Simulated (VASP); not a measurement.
Set up this calculation in VASP 6.6.1, as the native input.

```
Task                   : single point
Functional             : PBE
Potentials or basis    : VASP PAW PBE potentials, release 64 (Mg, S)
Cutoff                 : 520 eV
k mesh                 : 6 × 6 × 6
Occupations            : gaussian, width 0.01 eV
Spin                   : no spin polarisation
Dipole correction      : no
Further INCAR settings : ALGO = Normal; EDIFF = 1e-06; NBANDS = 11
```

The structure of MgS lies in POSCAR:

```
MgS
1.0
    0.0000000000      2.9044762208      2.9044762208
    2.9044762208      0.0000000000      2.9044762208
    2.9044762208      2.9044762208      0.0000000000
Mg S
1 1
Direct
    0.0000000000      0.0000000000      0.0000000000
    0.7500000000      0.7500000000      0.7500000000
```

This cell differs from its parent crystal: volume changed by +6%.

The input as run:

INCAR

```
ALGO = Normal ; EDIFF = 1E-6
ENCUT = 520 ; GGA = PE
ISIF = 2 ; ISMEAR = 0
LASPH = True ; LCHARG = False
LREAL = False ; LWAVE = False
NBANDS = 11 ; NELM = 60
PREC = Accurate ; SIGMA = 0.01
```

KPOINTS

```
k-points
0
Gamma
  6 6 6
```

Potentials or basis: VASP PAW PBE potentials, release 64 (Mg, S).

The run is started by

```bash
$ cat potpaw_PBE.64/Mg/POTCAR potpaw_PBE.64/S/POTCAR > POTCAR
$ mpirun -np 1 vasp_std > vasp.out
```

It gave:

The pressure is -3.0 GPa and the band gap on the k mesh is 3.09 eV, direct.

Wall time 5.5 s on 1 thread of Intel Xeon 6975P-C, on a shared host, peak memory 0.17 GiB.
